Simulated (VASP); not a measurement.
# Ge (I4_1/amd) in VASP: notebook

Runs on Ge. Level: PBEsol. Tasks: single point.

Program: VASP 6.6.1. These are calculated values, not measurements. Logs are shortened: lines on timing, memory, paths and dates and some standing lists are left out, and cuts for length are marked.

## (1) The cell of the first run

The structure is tetragonal, space group I4_1/amd (No. 141). The conventional cell has a = 4.013 Å, b = 4.013 Å, c = 5.591 Å, α = 90.00°, β = 90.00°, γ = 90.00°. Ge (site symmetry -4m2) has 4 Ge at 2.45 Å within 3.2 Å.

## (2) Single point, PBEsol (strain +0.000 along x and y, -0.015 along z)

INCAR reads:

```
SYSTEM = Ge
PREC = Accurate
ENCUT = 520
EDIFF = 1E-6
ISMEAR = 0
SIGMA = 0.15
LREAL = .False.
LASPH = .True.
NELM = 60
ALGO = Normal
ISIF = 2
LWAVE = .False.
LCHARG = .True.
GGA = PS
LELF = .True.
LVHAR = .True.
NBANDS = 21
```

KPOINTS reads:

```
Automatic mesh
0
Gamma
  18 18 18
  0 0 0
```

POSCAR reads:

```
Ge
1.0
    0.0000000000      2.8378807265      2.7953125156
    2.8378807265      0.0000000000      2.7953125156
    2.8378807265      2.8378807265      0.0000000000
Ge
2
Direct
    0.5000000000      0.5000000000      0.5000000000
    0.7500000000      0.7500000000      0.7500000000
```

Potentials or basis: VASP PAW PBE potentials, release 64 (Ge_d).

Launch:

```
cat potpaw_PBE.64/Ge_d/POTCAR > POTCAR
mpirun -np 1 vasp_std > vasp.out
```

OUTCAR:

```text
SYSTEM = Ge
   PREC = Accurate
   ENCUT = 520
   EDIFF = 1E-6
   ISMEAR = 0
   LREAL = .False.
   LASPH = .True.
   NELM = 60
   ISIF = 2
   GGA = PS

 ion  position               nearest neighbor table
   1  0.500  0.500  0.500-   2 2.45   2 2.45   2 2.45   2 2.45
   2  0.750  0.750  0.750-   1 2.45   1 2.45   1 2.45   1 2.45

  LATTYP: Found a body centered tetragonal cell.
 ALAT       =     4.0133694118
 C/A-ratio  =     1.3930003589

  Lattice vectors:

 A1 = (   0.0000000000,  -2.8378807265,  -2.7953125156)
 A2 = (   0.0000000000,   2.8378807265,  -2.7953125156)
 A3 = (   2.8378807265,   0.0000000000,   2.7953125156)

Analysis of symmetry for initial positions (statically):
=====================================================================
 Subroutine PRICEL returns:
 Original cell was already a primitive cell.

 Routine SETGRP: Setting up the symmetry group for a
 body centered tetragonal supercell.

 Subroutine GETGRP returns: Found 16 space group operations
 (whereof  8 operations were pure point group operations)
 out of a pool of 16 trial point group operations.

The static configuration has the point symmetry D_2d.
 The point group associated with its full space group is D_4h.

Analysis of symmetry for dynamics (positions and initial velocities):
=====================================================================
 Subroutine PRICEL returns:
 Original cell was already a primitive cell.

 Routine SETGRP: Setting up the symmetry group for a
 body centered tetragonal supercell.

 Subroutine GETGRP returns: Found 16 space group operations
 (whereof  8 operations were pure point group operations)
 out of a pool of 16 trial point group operations.

The dynamic configuration has the point symmetry D_2d.
 The point group associated with its full space group is D_4h.

 Subroutine INISYM returns: Found 16 space group operations
 (whereof  8 operations are pure point group operations),
 and found     1 'primitive' translations

----------------------------------------------------------------------------------------

                                     Primitive cell

  volume of cell :      45.0245

  direct lattice vectors                    reciprocal lattice vectors
     0.000000000  2.837880726  2.795312516    -0.176187813  0.176187813  0.178870877
     2.837880726  0.000000000  2.795312516     0.176187813 -0.176187813  0.178870877
     2.837880726  2.837880726  0.000000000     0.176187813  0.176187813 -0.178870877

  length of vectors
[... 81 lines left out ...]
   NELM   =     60;   NELMIN=  2; NELMDL= -5     # of ELM steps
   EDIFF  = 0.1E-05   stopping-criterion for ELM
   LREAL  =      F    real-space projection
   EDIFFG = 0.1E-04   stopping-criterion for IOM
   NSW    =      0    number of steps for IOM
   IBRION =     -1    ionic relax: 0-MD 1-quasi-New 2-CG
   NFREE  =      0    steps in history (QN), initial steepest desc. (CG)
   ISIF   =      2    stress and relaxation
   ISYM   =      2    0-nonsym 1-usesym 2-fastsym
   POTIM  = 0.5000    time-step for ionic-motion
   TEBEG  =    0.0;   TEEND  =   0.0 temperature during run
   PSTRESS=    0.0 pullay stress
   NELECT =      28.0000    total number of electrons
   NUPDOWN=      -1.0000    fix difference up-down
   EMIN   =  10.00;   EMAX   =-10.00  energy-range for DOS
   EFERMI =   0.00;   METHOD = LEGACY
   ISMEAR =     0;   SIGMA  =   0.15  broadening in eV -4-tet -1-fermi 0-gaus
   EFERMI_NEDOS =   21; number of points for ismear=-14 and -15
   IALGO  =     38    algorithm
   IMIX   =      4    mixing-type and parameters
     AMIX     =   0.40;   BMIX     =  1.00
     AMIX_MAG =   1.60;   BMIX_MAG =  1.00
  volume/ion in A,a.u.               =      22.51       151.92
  Fermi-wavevector in a.u.,A,eV,Ry     =   1.397370  2.640646 26.567305  1.952642
  Thomas-Fermi vector in A             =   2.520633
   LORBIT       =      0    0 simple, 1 ext, 2 COOP (PROOUT), +10 PAW based schemes
   GGA     = PS    functional components
   LHFCALC =     F    Hartree Fock is set to
   AEXX    =    0.0000 exact exchange contribution
   IVDW    =     0    specifies the selected vdW correction
   LEPSILON=     F    determine dielectric tensor
   LRPA    =     F    only Hartree local field effects (RPA)
 non-spin polarized calculation
 Gauss-broadening in eV      SIGMA  =   0.15
  energy-cutoff  :      520.00
  volume of cell :       45.02
 maximum number of plane-waves:      1243
 NGX is ok and might be reduce to    30
   NGX = 15   NGY = 15   NGZ = 15

 number of electron      28.0000025 magnetization

 Free energy of the ion-electron system (eV)
  ---------------------------------------------------
  ext. energy  EPLUGINS =         0.00000000
  ---------------------------------------------------
  free energy    TOTEN  =        -9.87154277 eV

  energy without entropy =       -9.87114787  energy(sigma->0) =       -9.87134532

 E-fermi :   4.9862     XC(G=0): -10.1559

 val. band max:        4.9583887519   @ k =   0.0000   0.0000   0.0000
 cond. band min:       4.9927562223   @ k =   0.0000   0.0000   0.0000
 fundamental gap:      0.0343674704
 Fermi energy:         4.9861747581

 k-point     1 :       0.0000    0.0000    0.0000
  band No.  band energies     occupation
      1     -19.8566      2.00000
      2     -19.8528      2.00000
      3     -19.8528      2.00000
      4     -19.8178      2.00000
      5     -19.8162      2.00000
      6     -19.6041      2.00000
[... 565 lines left out ...]
     20      12.8670      0.00000
     21      13.9076      0.00000

 [... further k-points ...]

------------------------ aborting loop because EDIFF is reached ----------------------------------------

  FORCE on cell =-STRESS in cart. coord.  units (eV):
  Direction    XX          YY          ZZ          XY          YZ          ZX
  --------------------------------------------------------------------------------------
  -------------------------------------------------------------------------------------
  Total        0.0783416      0.0783416      0.3753256      0.0000000      0.0000000     -0.0000000
  in kB        2.7877543      2.7877543     13.3558074      0.0000000      0.0000000     -0.0000000
  external PRESSURE =       6.3104387 kB  Pullay stress =       0.0000000 kB

 VOLUME and BASIS-vectors are now :
 -----------------------------------------------------------------------------
  energy-cutoff  :      520.00
  volume of cell :       45.02
      direct lattice vectors                 reciprocal lattice vectors
     0.000000000  2.837880726  2.795312516    -0.176187813  0.176187813  0.178870877
     2.837880726  0.000000000  2.795312516     0.176187813 -0.176187813  0.178870877
     2.837880726  2.837880726  0.000000000     0.176187813  0.176187813 -0.178870877

 POSITION                                       TOTAL-FORCE (eV/Angst)
 -----------------------------------------------------------------------------------
      2.83788      2.83788      2.79531        -0.000000     -0.000000      0.000000
      4.25682      4.25682      4.19297         0.000000      0.000000     -0.000000
 -----------------------------------------------------------------------------------
    total drift:                                0.000000     -0.000000     -0.000000

  FREE ENERGIE OF THE ION-ELECTRON SYSTEM (eV)
  ---------------------------------------------------
  free  energy   TOTEN  =        -9.8715427658 eV

  energy  without entropy=       -9.8711478714  energy(sigma->0) =       -9.87134532
```

OSZICAR:

```text
N       E                     dE             d eps       ncg     rms          rms(c)
DAV:   1     0.191975166784E+03    0.19198E+03   -0.14641E+04 22627   0.364E+03
DAV:   2     0.179738061056E+02   -0.17400E+03   -0.16833E+03 20210   0.617E+02
DAV:   3    -0.910529565996E+01   -0.27079E+02   -0.26900E+02 23085   0.144E+02
DAV:   4    -0.100111410166E+02   -0.90585E+00   -0.90531E+00 22818   0.309E+01
DAV:   5    -0.100258928901E+02   -0.14752E-01   -0.14752E-01 23108   0.436E+00    0.328E+00
DAV:   6    -0.992062810778E+01    0.10526E+00   -0.36591E-02 27089   0.227E+00    0.187E+00
DAV:   7    -0.987041774131E+01    0.50210E-01   -0.59725E-02 21749   0.243E+00    0.158E-01
DAV:   8    -0.987143359612E+01   -0.10159E-02   -0.68488E-03 23574   0.115E+00    0.504E-02
DAV:   9    -0.987152562963E+01   -0.92034E-04   -0.23216E-04 23893   0.219E-01    0.120E-02
DAV:  10    -0.987154177009E+01   -0.16140E-04   -0.21175E-05 26299   0.376E-02    0.544E-03
DAV:  11    -0.987154276579E+01   -0.99570E-06   -0.54861E-06 27585   0.388E-02
   1 F= -.98715428E+01 E0= -.98713453E+01  d E =-.394894E-03
```

stdout:

```text
POSCAR found type information on POSCAR Ge
 POSCAR found :  1 types and       2 ions
 scaLAPACK will be used
 -----------------------------------------------------------------------------
|                                                                             |
|                                                                             |
|     You enforced a specific xc type in the INCAR file but a different       |
|     I HOPE YOU KNOW WHAT YOU ARE DOING!                                     |
|                                                                             |
 -----------------------------------------------------------------------------

 LDA part: xc-table for (Slater+PW92), standard interpolation
 POSCAR, INCAR and KPOINTS ok, starting setup
 FFT: planning ... GRIDC
 FFT: planning ... GRID_SOFT
 FFT: planning ... GRID
 WAVECAR not read
 entering main loop
```

Run time: 8 min. Hardware: 1 thread of Oxide Virtual Turin-like, shared host; peak memory 0.41 GiB.

Results:

| Property | Result |
| --- | --- |
| Free energy | -9.8715 eV |
| Pressure | 0.6 GPa |
| Band gap on the k mesh | 0.03 eV |

Stress tensor (GPa, compression positive):
```
0.28 0.00 0.00
0.00 0.28 0.00
0.00 0.00 1.34
```

Caveat: the cell differs from its parent crystal (strain +0.000 along x and y, -0.015 along z); semilocal functionals underestimate gaps, and a narrow one can read as zero; the PAW data sets were made with another functional, which shifts forces and pressure a little. A k mesh can miss the band edges.

## (3) Single point, PBEsol (strain +0.015 along x and y, +0.030 along z)

INCAR reads:

```
SYSTEM = Ge
PREC     = Accurate       ! precision mode
ENCUT    = 520            ! plane-wave cutoff, eV
EDIFF    = 1E-7           ! SCF threshold, eV
ISMEAR   = 0              ! smearing method
SIGMA    = 0.15           ! smearing width, eV
LREAL    = .FALSE.        ! projectors in reciprocal space
LASPH    = .TRUE.         ! aspherical terms in the spheres
NELM     = 80             ! most SCF steps
ALGO     = Fast           ! electronic algorithm
ISIF     = 2              ! what is computed and relaxed
LWAVE    = .FALSE.        ! write WAVECAR
LCHARG   = .FALSE.        ! write CHGCAR
GGA      = PS             ! functional
NBANDS   = 21             ! bands
```

KPOINTS reads:

```
Automatic mesh
0
G
  18 18 18
  0 0 0
```

POSCAR reads:

```
Ge
1.0
    0.0000000000      2.8804489374      2.9230171483
    2.8804489374      0.0000000000      2.9230171483
    2.8804489374      2.8804489374      0.0000000000
Ge
2
Direct
    0.5000000000      0.5000000000      0.5000000000
    0.7500000000      0.7500000000      0.7500000000
```

Potentials or basis: VASP PAW PBE potentials, release 64 (Ge_d).

Launch:

```
cat potpaw_PBE.64/Ge_d/POTCAR > POTCAR
mpirun -np 1 vasp_std > vasp.out
```

It took 9.3 min on 1 thread of Oxide Virtual Turin-like, shared host; peak memory 0.44 GiB.

Results (log left out):

```
Free energy            : -9.8414 eV
Pressure               : -3.2 GPa
Band gap on the k mesh : zero (bands 14 and 15 overlap by 0.12 eV)
```

Stress tensor (GPa, compression positive):
```
-2.85  0.00  0.00
 0.00 -2.85  0.00
 0.00  0.00 -3.85
```

Levels at points of the mesh, in eV from the Fermi level:
```
           k point  band 10  band 11  band 12  band 13  band 14  band 15  band 16  band 17  band 18  band 19
(0.00, 0.00, 0.00)   -24.45   -12.27    -0.60    -0.06     0.05     0.05     2.49     2.49     2.56     6.07
(0.50, 0.00, 0.00)   -24.42   -10.34    -7.31    -1.35    -1.23    -0.07     3.65     3.73     6.94    10.00
(0.50, 0.50, 0.00)   -24.41    -8.68    -8.68    -2.77    -2.77     0.83     0.83     8.93     8.93    10.82
(0.50, 0.00, 0.50)   -24.41    -8.62    -8.62    -2.87    -2.87     0.73     0.73     8.94     8.94    10.86
```

Caveat: the cell differs from its parent crystal (strain +0.015 along x and y, +0.030 along z); the cell stands under tension; semilocal functionals underestimate gaps, and a narrow one can read as zero; the PAW data sets were made with another functional, which shifts forces and pressure a little.

The gap in the log of VASP goes by the Fermi energy; the results here count the filled bands.